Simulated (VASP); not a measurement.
# C (P-1) in VASP: a series of runs

C is run at these levels: PBEsol; tasks: single point.

Everything below comes from runs of VASP 6.6.1. Logs are shortened: lines on timing, memory, paths and dates and some standing lists are left out, and cuts for length are marked.

**1. The cell of the first run**

The typed cell holds 4 atoms: a = 2.459 Å, b = 2.459 Å, c = 7.378 Å, α = 90.00°, β = 90.00°, γ = 119.99°.

**2. Single point, PBEsol**

INCAR

```
ALGO = Normal ; EDIFF = 1E-6
ENCUT = 600 ; GGA = PS
GGA_COMPAT = F ; ISIF = 2
ISMEAR = 0 ; LASPH = T
LCHARG = T ; LELF = T
LREAL = F ; LVHAR = T
LWAVE = F ; NBANDS = 16
NELM = 120 ; PREC = Accurate
SIGMA = 0.15
```

KPOINTS

```
k-points
0
Gamma
  18 18 6
```

POSCAR

```
C
1.0
    1.2294745828     -2.1290849001      0.0000000000
    1.2294745828      2.1290849001      0.0000000000
    0.0000000000      0.0000000000      7.3778161753
C
4
Direct
    0.0794177921      0.7126885243      0.7498449277
    0.5872255139      0.6206681697      0.2501554851
    0.9205822079      0.2873114757      0.2501550723
    0.4127744861      0.3793318303      0.7498445149
```

Potentials or basis: VASP PAW PBE potentials, release 64 (C).

Run with:

```console
$ cat potpaw_PBE.64/C/POTCAR > POTCAR
$ mpirun -np 1 vasp_std > vasp.out
```

OUTCAR:

```text
EDIFF = 1E-6
   ENCUT = 600
   GGA = PS
   ISIF = 2
   ISMEAR = 0
   LASPH = T
   LREAL = F
   NELM = 120
   PREC = Accurate

 ion  position               nearest neighbor table
   1  0.079  0.713  0.750-   4 1.42   4 1.42   4 1.42
   2  0.587  0.621  0.250-   3 1.42   3 1.42   3 1.42
   3  0.921  0.287  0.250-   2 1.42   2 1.42   2 1.42
   4  0.413  0.379  0.750-   1 1.42   1 1.42   1 1.42

  LATTYP: Found a base centered orthorhombic cell.
 ALAT       =     2.4589491656
 B/A-ratio  =     1.7317030623
 C/A-ratio  =     3.0003939400

  Lattice vectors:

 A1 = (   1.2294745828,  -2.1290849001,   0.0000000000)
 A2 = (   1.2294745828,   2.1290849001,   0.0000000000)
 A3 = (   0.0000000000,   0.0000000000,   7.3778161753)

Analysis of symmetry for initial positions (statically):
=====================================================================
 Subroutine PRICEL returns:
 Original cell was already a primitive cell.

 Routine SETGRP: Setting up the symmetry group for a
 base centered orthorhombic supercell.

 Subroutine GETGRP returns: Found  2 space group operations
 (whereof  2 operations were pure point group operations)
 out of a pool of  8 trial point group operations.

The static configuration has the point symmetry S_2 .

Analysis of symmetry for dynamics (positions and initial velocities):
=====================================================================
 Subroutine PRICEL returns:
 Original cell was already a primitive cell.

 Routine SETGRP: Setting up the symmetry group for a
 base centered orthorhombic supercell.

 Subroutine GETGRP returns: Found  2 space group operations
 (whereof  2 operations were pure point group operations)
 out of a pool of  8 trial point group operations.

The dynamic configuration has the point symmetry S_2 .

 Subroutine INISYM returns: Found  2 space group operations
 (whereof  2 operations are pure point group operations),
 and found     1 'primitive' translations

----------------------------------------------------------------------------------------

                                     Primitive cell

  volume of cell :      38.6252

[... 82 lines left out ...]
 SYSTEM =  unknown system
   PREC   = accura    normal or accurate (medium, high low for compatibility)
   ISTART =      0    job   : 0-new  1-cont  2-samecut
   ICHARG =      2    charge: 1-file 2-atom 10-const
   ISPIN  =      1    spin polarized calculation?
   LNONCOLLINEAR =      F non collinear calculations
   LSORBIT =      F    spin-orbit coupling
   LASPH  =      T    aspherical Exc in radial PAW
   ENCUT  =  600.0 eV  44.10 Ry    6.64 a.u.   4.91  4.91 14.74*2*pi/ulx,y,z
   NELM   =    120;   NELMIN=  2; NELMDL= -5     # of ELM steps
   EDIFF  = 0.1E-05   stopping-criterion for ELM
   LREAL  =      F    real-space projection
   EDIFFG = 0.1E-04   stopping-criterion for IOM
   NSW    =      0    number of steps for IOM
   IBRION =     -1    ionic relax: 0-MD 1-quasi-New 2-CG
   NFREE  =      0    steps in history (QN), initial steepest desc. (CG)
   ISIF   =      2    stress and relaxation
   ISYM   =      2    0-nonsym 1-usesym 2-fastsym
   POTIM  = 0.5000    time-step for ionic-motion
   TEBEG  =    0.0;   TEEND  =   0.0 temperature during run
   PSTRESS=    0.0 pullay stress
   NELECT =      16.0000    total number of electrons
   NUPDOWN=      -1.0000    fix difference up-down
   EMIN   =  10.00;   EMAX   =-10.00  energy-range for DOS
   EFERMI =   0.00;   METHOD = LEGACY
   ISMEAR =     0;   SIGMA  =   0.15  broadening in eV -4-tet -1-fermi 0-gaus
   EFERMI_NEDOS =   21; number of points for ismear=-14 and -15
   IALGO  =     38    algorithm
   IMIX   =      4    mixing-type and parameters
     AMIX     =   0.40;   BMIX     =  1.00
     AMIX_MAG =   1.60;   BMIX_MAG =  1.00
  volume/ion in A,a.u.               =       9.66        65.16
  Fermi-wavevector in a.u.,A,eV,Ry     =   1.220370  2.306164 20.263182  1.489302
  Thomas-Fermi vector in A             =   2.355589
   LORBIT       =      0    0 simple, 1 ext, 2 COOP (PROOUT), +10 PAW based schemes
   GGA     = PS    functional components
   LHFCALC =     F    Hartree Fock is set to
   AEXX    =    0.0000 exact exchange contribution
   IVDW    =     0    specifies the selected vdW correction
   LEPSILON=     F    determine dielectric tensor
   LRPA    =     F    only Hartree local field effects (RPA)
 non-spin polarized calculation
 Gauss-broadening in eV      SIGMA  =   0.15
  energy-cutoff  :      600.00
  volume of cell :       38.63
 maximum number of plane-waves:      1326
   NGX =  9   NGY =  9   NGZ = 29

 number of electron      15.9999999 magnetization

 Free energy of the ion-electron system (eV)
  ---------------------------------------------------
  ext. energy  EPLUGINS =         0.00000000
  ---------------------------------------------------
  free energy    TOTEN  =       -38.58659685 eV

  energy without entropy =      -38.58560302  energy(sigma->0) =      -38.58609993

 E-fermi :   3.8535     XC(G=0):  -9.8880

 val. band max:        3.8508148003   @ k =   0.3333   0.3333   0.5000
 cond. band min:       3.8536987264   @ k =   0.3333   0.3333   0.5000
 fundamental gap:      0.0028839261
 Fermi energy:         3.8534712729

 k-point     1 :       0.0000    0.0000    0.0000
  band No.  band energies     occupation
      1     -15.7576      2.00000
      2     -15.6158      2.00000
      3      -4.4242      2.00000
      4      -3.2176      2.00000
      5       0.8598      2.00000
      6       0.8622      2.00000
[... 433 lines left out ...]
      3      -3.2708      2.00000
      4      -2.1634      2.00000
      5      -2.1366      2.00000
      6      -2.1154      2.00000
[... 8 lines left out ...]
     15      15.2924      0.00000
     16      15.3201      0.00000

 [... further k-points ...]
[... 5 lines left out ...]
  --------------------------------------------------------------------------------------
  -------------------------------------------------------------------------------------
  Total        0.1147074      0.1631913     -0.0703519     -0.0149557     -0.0000842      0.0001386
  in kB        4.7580779      6.7691979     -2.9182049     -0.6203658     -0.0034914      0.0057482
  external PRESSURE =       2.8696903 kB  Pullay stress =       0.0000000 kB

 VOLUME and BASIS-vectors are now :
 -----------------------------------------------------------------------------
  energy-cutoff  :      600.00
  volume of cell :       38.63
      direct lattice vectors                 reciprocal lattice vectors
     1.229474583 -2.129084900  0.000000000     0.406677785 -0.234842678  0.000000000
     1.229474583  2.129084900  0.000000000     0.406677785  0.234842678  0.000000000
     0.000000000  0.000000000  7.377816175     0.000000000  0.000000000  0.135541463

 POSITION                                       TOTAL-FORCE (eV/Angst)
 -----------------------------------------------------------------------------------
      0.97387      1.34829      5.53222         0.000984     -0.005377      0.000101
      1.48507      0.07120      1.84560        -0.003992     -0.002369     -0.000156
      1.48507     -1.34829      1.84560        -0.000984      0.005377     -0.000101
      0.97387     -0.07120      5.53221         0.003992      0.002369      0.000156
 -----------------------------------------------------------------------------------
    total drift:                                0.000000      0.000000      0.000000

  FREE ENERGIE OF THE ION-ELECTRON SYSTEM (eV)
  ---------------------------------------------------
  free  energy   TOTEN  =       -38.5865968471 eV

  energy  without entropy=      -38.5856030177  energy(sigma->0) =      -38.58609993
```

Wall time 5 min (1 thread of AMD EPYC 9R45 (Zen 5), shared host); peak memory 0.56 GiB.

What came out:

```
Free energy   : -38.5866 eV
Pressure      : 0.3 GPa
Largest force : 0.005 eV/Å
```

Forces in eV/Å, atoms in the order of the input:
```
C    0.001 -0.005  0.000
C   -0.004 -0.002  0.000
C   -0.001  0.005  0.000
C    0.004  0.002  0.000
```

Caveat: this functional lacks dispersion, which binds the layers, so the pressure and a relaxed spacing across them are unreliable; the PAW data sets were made with another functional, which shifts forces and pressure a little.

**3. Single point, PBEsol**

INCAR

```
SYSTEM = C
ALGO = Normal
EDIFF = 1E-6
ENCUT = 600
GGA = PS
GGA_COMPAT = .False.
ISIF = 2
ISMEAR = 0
LASPH = .True.
LCHARG = .False.
LREAL = .False.
LWAVE = .False.
NBANDS = 16
NELM = 120
PREC = Accurate
SIGMA = 0.15
```

KPOINTS

```
k-points
0
Gamma
  18 18 6
  0 0 0
```

POSCAR

```
C
1.0
    1.2294745828     -2.1290849001      0.0000000000
    1.2294745828      2.1290849001      0.0000000000
    0.0000000000      0.0000000000      7.3778161753
C
4
Direct
    0.0686813019      0.8620208035      0.7498447626
    0.5979620041      0.4713358905      0.2501553200
    0.9313186981      0.1379791965      0.2501552374
    0.4020379959      0.5286641095      0.7498446800
```

Potentials or basis: VASP PAW PBE potentials, release 64 (C).

Run with:

```console
$ cat potpaw_PBE.64/C/POTCAR > POTCAR
$ mpirun -np 1 vasp_std > vasp.out
```

It took 3.9 min on 1 thread of Intel Xeon 6975P-C (Granite Rapids), shared host; peak memory 0.59 GiB.

It converged, with:

| Quantity | Value |
| --- | --- |
| Free energy | -38.5863 eV |
| Pressure | 0.3 GPa |
| Largest force | 0.004 eV/Å |
| Band gap on the k mesh | zero (filled and empty bands touch) |

Forces in eV/Å, atoms in the order of the input:
```
C    0.003 -0.002  0.000
C   -0.003  0.000  0.000
C   -0.003  0.002  0.000
C    0.003  0.000  0.000
```

Stress tensor (GPa, compression positive):
```
 0.57 -0.01  0.00
-0.01  0.58  0.00
 0.00  0.00 -0.28
```

Levels at points of the mesh, in eV from the Fermi level:
```tsv
k point	band 6	band 7	band 8	band 9	band 10	band 11
(0.00, 0.00, 0.00)	-2.99	-2.98	-2.98	3.43	8.34	8.35
(0.50, 0.00, 0.00)	-6.40	-2.45	-2.38	1.67	1.79	7.39
(0.00, 0.50, 0.00)	-6.41	-2.54	-2.27	1.55	1.90	7.43
(0.50, 0.50, 0.00)	-6.40	-2.76	-1.97	1.19	2.17	7.35
(0.00, 0.00, 0.50)	-2.99	-2.99	-2.99	5.42	5.43	8.36
(0.50, 0.00, 0.50)	-6.41	-2.38	-2.38	1.63	1.63	7.44
(0.00, 0.50, 0.50)	-6.41	-2.38	-2.38	1.63	1.63	7.44
(0.50, 0.50, 0.50)	-6.41	-2.38	-2.38	1.64	1.64	7.44
```

Caveat: this functional lacks dispersion, which binds the layers, so the pressure and a relaxed spacing across them are unreliable; the PAW data sets were made with another functional, which shifts forces and pressure a little.
